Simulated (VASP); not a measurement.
# Mg6NO6 in VASP: a series of runs

Runs on Mg6NO6. Level: PBE. Tasks: single point.

Program: VASP 6.6.1. These are calculated values, not measurements. Logs are shortened: lines on timing, memory, paths and dates and some standing lists are left out, and cuts for length are marked.

**1. The cell of the first run**

The cell holds a slab with vacuum, 26 atoms: a = 6.017 Å, b = 6.017 Å, c = 20.880 Å, α = 90.00°, β = 90.00°, γ = 90.00°.

**2. Single point, PBE**

INCAR

```
ALGO = Normal ; DIPOL = 0.5 0.5 0.319
EDIFF = 1E-6 ; ENCUT = 520
GGA = PE ; IDIPOL = 3
ISIF = 2 ; ISMEAR = 0
LASPH = True ; LCHARG = True
LDIPOL = True ; LELF = True
LREAL = Auto ; LVACPOTAV = True
LVHAR = True ; LWAVE = False
NBANDS = 72 ; NELM = 60
PREC = Accurate ; SIGMA = 0.05
```

KPOINTS

```
k-points
0
Gamma
  5 5 1
```

POSCAR

```
Mg6NO6
1.0
    6.0171792582      0.0000000000      0.0000000000
    0.0000000000      6.0171792582      0.0000000000
    0.0000000000      0.0000000000     20.8799623436
Mg O N
12 12 2
Direct
    0.2500000000      0.2500000000      0.1915712267
    0.2500000000      0.7500000000      0.1915712267
    0.7500000000      0.2500000000      0.1915712267
    0.7500000000      0.7500000000      0.1915712267
    0.0000000000      0.0000000000      0.2936999204
    0.0000000000      0.5000000000      0.2936999204
    0.5000000000      0.0000000000      0.2936999204
    0.5000000000      0.5000000000      0.2936999204
    0.2500000000      0.2500000000      0.3942063725
    0.2500000000      0.7500000000      0.3942063725
    0.7500000000      0.2500000000      0.3942063725
    0.7500000000      0.7500000000      0.3942063725
    0.0000000000      0.0000000000      0.1915712267
    0.0000000000      0.5000000000      0.1915712267
    0.5000000000      0.0000000000      0.1915712267
    0.5000000000      0.5000000000      0.1915712267
    0.2500000000      0.2500000000      0.2932336620
    0.2500000000      0.7500000000      0.2932336620
    0.7500000000      0.2500000000      0.2932336620
    0.7500000000      0.7500000000      0.2932336620
    0.0000000000      0.0000000000      0.3965506358
    0.0000000000      0.5000000000      0.3965506358
    0.5000000000      0.0000000000      0.3965506358
    0.5000000000      0.5000000000      0.3965506358
    0.0000000000      0.0000000000      0.5924839246
    0.0000000000      0.0000000000      0.6452723049
```

Potentials or basis: VASP PAW PBE potentials, release 64 (Mg, O, N).

On the command line:

```
cat potpaw_PBE.64/Mg/POTCAR potpaw_PBE.64/O/POTCAR potpaw_PBE.64/N/POTCAR > POTCAR
mpirun -np 1 vasp_std > vasp.out
```

OUTCAR:

```text
EDIFF = 1E-6
   ENCUT = 520
   GGA = PE
   ISIF = 2
   ISMEAR = 0
   LASPH = True
   LREAL = Auto
   NELM = 60
   PREC = Accurate

 ion  position               nearest neighbor table
   1  0.250  0.250  0.192-  17 2.12  14 2.13  15 2.13  16 2.13  13 2.13   3 3.01   2 3.01   2 3.01
                             3 3.01   8 3.01   5 3.01   6 3.01   7 3.01
   2  0.250  0.750  0.192-  18 2.12  14 2.13  15 2.13  16 2.13  13 2.13   4 3.01   1 3.01   1 3.01
                             4 3.01   8 3.01   5 3.01   6 3.01   7 3.01
   3  0.750  0.250  0.192-  19 2.12  14 2.13  15 2.13  16 2.13  13 2.13   4 3.01   1 3.01   4 3.01
                             1 3.01   8 3.01   5 3.01   6 3.01   7 3.01
   4  0.750  0.750  0.192-  20 2.12  14 2.13  15 2.13  16 2.13  13 2.13   3 3.01   2 3.01   3 3.01
                             2 3.01   8 3.01   5 3.01   6 3.01   7 3.01
   5  0.000  0.000  0.294-  17 2.13  18 2.13  19 2.13  20 2.13  13 2.13  21 2.15  11 2.99  12 2.99
                             9 2.99  10 2.99   6 3.01   7 3.01   6 3.01   7 3.01   3 3.01   4 3.01
   6  0.000  0.500  0.294-  17 2.13  18 2.13  19 2.13  20 2.13  14 2.13  22 2.15  11 2.99  12 2.99
                             9 2.99  10 2.99   5 3.01   8 3.01   5 3.01   8 3.01   3 3.01   4 3.01
   7  0.500  0.000  0.294-  17 2.13  18 2.13  19 2.13  20 2.13  15 2.13  23 2.15  11 2.99  12 2.99
                             9 2.99  10 2.99   5 3.01   8 3.01   8 3.01   5 3.01   3 3.01   4 3.01
   8  0.500  0.500  0.294-  17 2.13  18 2.13  19 2.13  20 2.13  16 2.13  24 2.15  11 2.99  12 2.99
                             9 2.99  10 2.99   6 3.01   7 3.01   7 3.01   6 3.01   3 3.01   4 3.01
   9  0.250  0.250  0.394-  17 2.11  21 2.13  22 2.13  23 2.13  24 2.13   6 2.99   7 2.99   8 2.99
[... 4 lines left out ...]
                             5 2.99  12 3.01   9 3.01  12 3.01   9 3.01
  12  0.750  0.750  0.394-  20 2.11  21 2.13  22 2.13  23 2.13  24 2.13   6 2.99   7 2.99   8 2.99
                             5 2.99  11 3.01  10 3.01  11 3.01  10 3.01
  13  0.000  0.000  0.192-   1 2.13   2 2.13   3 2.13   4 2.13   5 2.13
  14  0.000  0.500  0.192-   1 2.13   2 2.13   3 2.13   4 2.13   6 2.13
  15  0.500  0.000  0.192-   1 2.13   2 2.13   3 2.13   4 2.13   7 2.13
  16  0.500  0.500  0.192-   1 2.13   2 2.13   3 2.13   4 2.13   8 2.13
  17  0.250  0.250  0.293-   9 2.11   1 2.12   6 2.13   7 2.13   8 2.13   5 2.13
  18  0.250  0.750  0.293-  10 2.11   2 2.12   6 2.13   7 2.13   8 2.13   5 2.13
  19  0.750  0.250  0.293-  11 2.11   3 2.12   6 2.13   7 2.13   8 2.13   5 2.13
  20  0.750  0.750  0.293-  12 2.11   4 2.12   6 2.13   7 2.13   8 2.13   5 2.13
  21  0.000  0.000  0.397-   9 2.13  10 2.13  11 2.13  12 2.13   5 2.15
  22  0.000  0.500  0.397-   9 2.13  10 2.13  11 2.13  12 2.13   6 2.15
  23  0.500  0.000  0.397-   9 2.13  10 2.13  11 2.13  12 2.13   7 2.15
  24  0.500  0.500  0.397-   9 2.13  10 2.13  11 2.13  12 2.13   8 2.15
  25  0.000  0.000  0.592-  26 1.10
  26  0.000  0.000  0.645-  25 1.10

  LATTYP: Found a simple tetragonal cell.
 ALAT       =     6.0171792582
 C/A-ratio  =     3.4700582196

  Lattice vectors:

 A1 = (   6.0171792582,   0.0000000000,   0.0000000000)
 A2 = (   0.0000000000,   6.0171792582,   0.0000000000)
 A3 = (   0.0000000000,   0.0000000000,  20.8799623436)

Analysis of symmetry for initial positions (statically):
=====================================================================
 Subroutine PRICEL returns:
 Original cell was already a primitive cell.

 Routine SETGRP: Setting up the symmetry group for a
 simple tetragonal supercell.

 Subroutine GETGRP returns: Found  8 space group operations
 (whereof  8 operations were pure point group operations)
 out of a pool of 16 trial point group operations.

The static configuration has the point symmetry C_4v.

Analysis of symmetry for dynamics (positions and initial velocities):
=====================================================================
 Subroutine PRICEL returns:
 Original cell was already a primitive cell.

 Routine SETGRP: Setting up the symmetry group for a
 simple tetragonal supercell.

 Subroutine GETGRP returns: Found  8 space group operations
 (whereof  8 operations were pure point group operations)
 out of a pool of 16 trial point group operations.

The dynamic configuration has the point symmetry C_4v.

 Subroutine INISYM returns: Found  8 space group operations
 (whereof  8 operations are pure point group operations),
 and found     1 'primitive' translations

----------------------------------------------------------------------------------------

                                     Primitive cell

  volume of cell :     755.9892

  direct lattice vectors                    reciprocal lattice vectors
     6.017179258  0.000000000  0.000000000     0.166190827  0.000000000  0.000000000
     0.000000000  6.017179258  0.000000000     0.000000000  0.166190827  0.000000000
[... 80 lines left out ...]
  Shift w.r.t. Gamma in fractional coordinates (k-lattice)
     0.000000000  0.000000000  0.000000000

 Subroutine IBZKPT returns following result:
 ===========================================

 Found      6 irreducible k-points:

 Following reciprocal coordinates:
            Coordinates               Weight
  0.000000  0.000000  0.000000      1.000000
  0.200000  0.000000  0.000000      4.000000
  0.400000  0.000000  0.000000      4.000000
  0.200000  0.200000  0.000000      4.000000
  0.400000  0.200000  0.000000      8.000000
  0.400000  0.400000  0.000000      4.000000
   k-points           NKPTS =      6   k-points in BZ     NKDIM =      6   number of bands    NBANDS=     72
   number of dos      NEDOS =    301   number of ions     NIONS =     26
   total plane-waves  NPLWV = 368640
   dimension x,y,z NGX =    48 NGY =   48 NGZ =  160
   dimension x,y,z NGXF=    96 NGYF=   96 NGZF=  320
   ions per type =              12  12   2
   NGX,Y,Z   is equivalent  to a cutoff of  13.26, 13.26, 12.74 a.u.
   NGXF,Y,Z  is equivalent  to a cutoff of  26.52, 26.52, 25.48 a.u.
 SYSTEM =  unknown system
   PREC   = accura    normal or accurate (medium, high low for compatibility)
   ISTART =      0    job   : 0-new  1-cont  2-samecut
   ICHARG =      2    charge: 1-file 2-atom 10-const
   ISPIN  =      1    spin polarized calculation?
   LNONCOLLINEAR =      F non collinear calculations
   LSORBIT =      F    spin-orbit coupling
   LASPH  =      T    aspherical Exc in radial PAW
   ENCUT  =  520.0 eV  38.22 Ry    6.18 a.u.  11.19 11.19 38.82*2*pi/ulx,y,z
   NELM   =     60;   NELMIN=  2; NELMDL= -5     # of ELM steps
   EDIFF  = 0.1E-05   stopping-criterion for ELM
   LREAL  =      T    real-space projection
   EDIFFG = 0.1E-04   stopping-criterion for IOM
   NSW    =      0    number of steps for IOM
   IBRION =     -1    ionic relax: 0-MD 1-quasi-New 2-CG
   NFREE  =      0    steps in history (QN), initial steepest desc. (CG)
   ISIF   =      2    stress and relaxation
   ISYM   =      2    0-nonsym 1-usesym 2-fastsym
   POTIM  = 0.5000    time-step for ionic-motion
   TEBEG  =    0.0;   TEEND  =   0.0 temperature during run
   PSTRESS=    0.0 pullay stress
   NELECT =     106.0000    total number of electrons
   NUPDOWN=      -1.0000    fix difference up-down
   EMIN   =  10.00;   EMAX   =-10.00  energy-range for DOS
   EFERMI =   0.00;   METHOD = LEGACY
   ISMEAR =     0;   SIGMA  =   0.05  broadening in eV -4-tet -1-fermi 0-gaus
   EFERMI_NEDOS =   21; number of points for ismear=-14 and -15
   IALGO  =     38    algorithm
   IMIX   =      4    mixing-type and parameters
     AMIX     =   0.40;   BMIX     =  1.00
     AMIX_MAG =   1.60;   BMIX_MAG =  1.00
  volume/ion in A,a.u.               =      29.08       196.22
  Fermi-wavevector in a.u.,A,eV,Ry     =   0.850495  1.607202  9.841654  0.723341
  Thomas-Fermi vector in A             =   1.966481
   LORBIT       =      0    0 simple, 1 ext, 2 COOP (PROOUT), +10 PAW based schemes
   GGA     = PE    functional components
   LHFCALC =     F    Hartree Fock is set to
   AEXX    =    0.0000 exact exchange contribution
   IVDW    =     0    specifies the selected vdW correction
   LEPSILON=     F    determine dielectric tensor
   LRPA    =     F    only Hartree local field effects (RPA)
 non-spin polarized calculation
 Gauss-broadening in eV      SIGMA  =   0.05
  energy-cutoff  :      520.00
  volume of cell :      755.99
 maximum number of plane-waves:     20372
 NGX is ok and might be reduce to    48
   NGX = 23   NGY = 23   NGZ = 77

 dipolmoment           0.000000      0.000000     -0.018509 electrons x Angstroem

 number of electron     106.0000010 magnetization

 dipolmoment           0.000000      0.000000      0.080554 electrons x Angstroem

 Free energy of the ion-electron system (eV)
  ---------------------------------------------------
  ext. energy  EPLUGINS =         0.00000000
  ---------------------------------------------------
  free energy    TOTEN  =      -155.45145524 eV

  energy without entropy =     -155.45145524  energy(sigma->0) =     -155.45145524

 E-fermi :  -2.1267     XC(G=0):  -4.6104

 val. band max:       -2.3735945413   @ k =   0.0000   0.0000   0.0000
 cond. band min:       0.7173414061   @ k =   0.4000   0.0000   0.0000
 fundamental gap:      3.0909359474
 Fermi energy:        -2.1266669620

 k-point     1 :       0.0000    0.0000    0.0000
  band No.  band energies     occupation
      1     -25.5875      2.00000
      2     -19.1036      2.00000
      3     -18.3434      2.00000
      4     -18.2879      2.00000
      5     -18.2879      2.00000
      6     -17.9847      2.00000
[... 397 lines left out ...]
     64       4.1170      0.00000
     65       4.3814      0.00000
 [bands above 65 left out]

------------------------ aborting loop because EDIFF is reached ----------------------------------------

  FORCE on cell =-STRESS in cart. coord.  units (eV):
  Direction    XX          YY          ZZ          XY          YZ          ZX
  --------------------------------------------------------------------------------------
  -------------------------------------------------------------------------------------
  Total      -16.2548536    -16.2548536      1.0801242      0.0000000      0.0000000      0.0000000
  in kB      -34.4491122    -34.4491122      2.2891205      0.0000000      0.0000000      0.0000000
  external PRESSURE =     -22.2030346 kB  Pullay stress =       0.0000000 kB

 VOLUME and BASIS-vectors are now :
 -----------------------------------------------------------------------------
  energy-cutoff  :      520.00
  volume of cell :      755.99
      direct lattice vectors                 reciprocal lattice vectors
     6.017179258  0.000000000  0.000000000     0.166190827  0.000000000  0.000000000
     0.000000000  6.017179258  0.000000000     0.000000000  0.166190827  0.000000000
     0.000000000  0.000000000 20.879962344     0.000000000  0.000000000  0.047892807

 POSITION                                       TOTAL-FORCE (eV/Angst)
 -----------------------------------------------------------------------------------
      1.50429      1.50429      4.00000         0.000131      0.000131      0.452801
      1.50429      4.51288      4.00000         0.000131     -0.000131      0.452801
      4.51288      1.50429      4.00000        -0.000131      0.000131      0.452801
      4.51288      4.51288      4.00000        -0.000131     -0.000131      0.452801
      0.00000      0.00000      6.13244         0.000000     -0.000000     -0.013079
      0.00000      3.00859      6.13244         0.000000     -0.000000     -0.022811
[... 18 lines left out ...]
      0.00000      0.00000     12.37104         0.000000     -0.000000     -1.737779
      0.00000      0.00000     13.47326         0.000000     -0.000000      1.741567
 -----------------------------------------------------------------------------------
    total drift:                                0.000000      0.000000      0.031608

  FREE ENERGIE OF THE ION-ELECTRON SYSTEM (eV)
  ---------------------------------------------------
  free  energy   TOTEN  =      -155.4514552408 eV

  energy  without entropy=     -155.4514552408  energy(sigma->0) =     -155.45145524

 vacuum level on the upper side and lower side of the slab         2.885         2.482
```

It took 7.6 min on 1 thread of Intel Xeon 6975P-C (Granite Rapids), shared host; peak memory 0.83 GiB.

What came out:

* Free energy: -155.4515 eV
* Largest force: 1.742 eV/Å
* Band gap on the k mesh: 3.09 eV, indirect (least direct gap 3.14 eV)

Forces on the atoms (eV/Å):
```
Mg   0.000  0.000  0.453
Mg   0.000  0.000  0.453
Mg   0.000  0.000  0.453
Mg   0.000  0.000  0.453
Mg   0.000  0.000 -0.013
Mg   0.000  0.000 -0.023
Mg   0.000  0.000 -0.023
Mg   0.000  0.000 -0.027
Mg  -0.012 -0.012 -0.041
Mg  -0.012  0.012 -0.041
Mg   0.012 -0.012 -0.041
Mg   0.012  0.012 -0.041
O    0.000  0.000 -0.424
O    0.000  0.000 -0.424
O    0.000  0.000 -0.424
O    0.000  0.000 -0.424
O    0.003  0.003  0.029
O    0.003 -0.003  0.029
O   -0.003  0.003  0.029
O   -0.003 -0.003  0.029
O    0.000  0.000 -0.023
O    0.000  0.000  0.010
O    0.000  0.000  0.010
O    0.000  0.000  0.016
N    0.000  0.000 -1.738
N    0.000  0.000  1.742
```

Caveat: the standard files for N, O and F lose accuracy on very short bonds.

(Continued in part 2 of 2.)
